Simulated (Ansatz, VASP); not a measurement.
## BP in VASP and in Ansatz

```
B P
1.0
     0.00000    2.24492    2.24492
     2.24492    0.00000    2.24492
     2.24492    2.24492    0.00000
B P
1 1
Direct
  0.00000 0.00000 0.00000
  0.25000 0.25000 0.25000
```

Alike in both runs: task single point; functional PBEsol; k mesh 10 × 10 × 10; no spin polarisation.

|  | VASP | Ansatz |
| --- | --- | --- |
| version | VASP 6.6.1 | Ansatz 0.2.0 |
| potentials or method | VASP PAW PBE potentials, release 64 (B, P), cutoff 500 eV | scalar-relativistic, plane waves, PAW |
| occupations | gaussian, width 0.01 eV | fixed |
| valence electrons in the cell | 8 | 8 |

```tsv
	VASP	Ansatz	Ansatz less VASP
gap on the k mesh at the Fermi level (eV)	1.09	1.09	+0.004
least direct gap on the mesh (eV)	3.41	3.41	+0.006
pressure (GPa)	3.7	3.6	-0.11
```

VASP's potentials were made for PBE, not for PBEsol.
